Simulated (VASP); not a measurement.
Set up this calculation in VASP 6.6.1, as the native input.

```yaml
Task: single point
Functional: PBEsol
Potentials_or_basis: VASP PAW PBE potentials, release 64 (Ti_sv, Si)
Cutoff: 520 eV
k_mesh: 22 × 22 × 22
Occupations: gaussian, width 0.15 eV
Spin: no spin polarisation
Dipole_correction: no
Further_INCAR_settings: ALGO = Normal; EDIFF = 1e-07; NBANDS = 17
```

The structure of TiSi2 lies in POSCAR:

```
TiSi2
1.0
   -1.4670367768      1.6943352539      4.1674685307
    1.4670367768     -1.6943352539      4.1674685307
    1.4670367768      1.6943352539     -4.1674685307
Ti Si
1 2
Direct
    0.0000000000      0.0170411542      0.0170411542
    0.3303789149      0.3158567691     -0.0145221458
    0.6696210851      0.6550989393     -0.0145221458
```

This cell differs from its parent crystal: atoms displaced along a vibrational mode.

The input as run:

INCAR

```
  PREC = Accurate
  ENCUT = 520
  EDIFF = 1E-7
  ISMEAR = 0
  SIGMA = 0.15
  LREAL = False
  LASPH = True
  NELM = 60
  ALGO = Normal
  ISIF = 2
  LWAVE = False
  LCHARG = False
  GGA = PS
  NBANDS = 17
```

KPOINTS

```
regular mesh
0
Gamma
  22 22 22
```

Potentials or basis: VASP PAW PBE potentials, release 64 (Ti_sv, Si).

The run is started by

```console
$ cat potpaw_PBE.64/Ti_sv/POTCAR potpaw_PBE.64/Si/POTCAR > POTCAR
$ mpirun -np 1 vasp_std > vasp.out
```

Results of the run:

```yaml
Pressure: 0.4 GPa
Largest_force: 0.600 eV/Å
Band_gap_on_the_k_mesh: zero (bands 10 and 11 overlap by 2.49 eV)
```

Caveat: the cell differs from its parent crystal (atoms displaced along a vibrational mode); the PAW data sets were made with another functional, which shifts forces and pressure a little.

It took 10 min on 1 thread of Intel(R) Xeon(R) 6975P-C (Granite Rapids) (shared host), peak memory 1.1 GiB.
